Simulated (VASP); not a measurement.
GaSb: single point with r2SCAN0

Crystal: GaSb.

```
Sb Ga
1.0
     0.00000    3.05900    3.05900
     3.05900    0.00000    3.05900
     3.05900    3.05900    0.00000
Sb Ga
1 1
Direct
  0.75000 0.75000 0.75000
  0.00000 0.00000 0.00000
```

- Program: VASP 6.6.1
- Task: single point
- Functional: r2SCAN0
- Potentials or basis: VASP PAW PBE potentials, release 64 (Sb, Ga_d)
- Cutoff: 520 eV
- k mesh: 4 × 4 × 4
- Occupations: fermi-dirac, width 0.05 eV
- Spin: non-collinear spin, zero start, spin-orbit coupling
- Starting moments: [[0.0, 0.0, 0.0], [0.0, 0.0, 0.0]] μB
- Dipole correction: no
- Grid for exact exchange (PRECFOCK): Normal
- Further INCAR settings: ALGO = Normal; EDIFF = 1e-06; NBANDS = 30
- Share of exact exchange: 0.25

The pressure is -1.1 GPa, the net moment is 0.00 μB per cell and the valence electrons inside the program's atomic spheres are Sb 2.74; Ga 11.58.

Moments on the atoms (μB; x, y, z):
```
Sb  0.00 0.00 0.00
Ga  0.00 0.00 0.00
```

It took 56 min on 1 thread of AMD EPYC 9R45 96-Core Processor (Zen 5), on a shared host, peak memory 0.39 GiB.

Caveat: the k points lie up to 0.44 Å⁻¹ apart; the PAW data sets were made with another functional, which shifts forces and pressure a little.
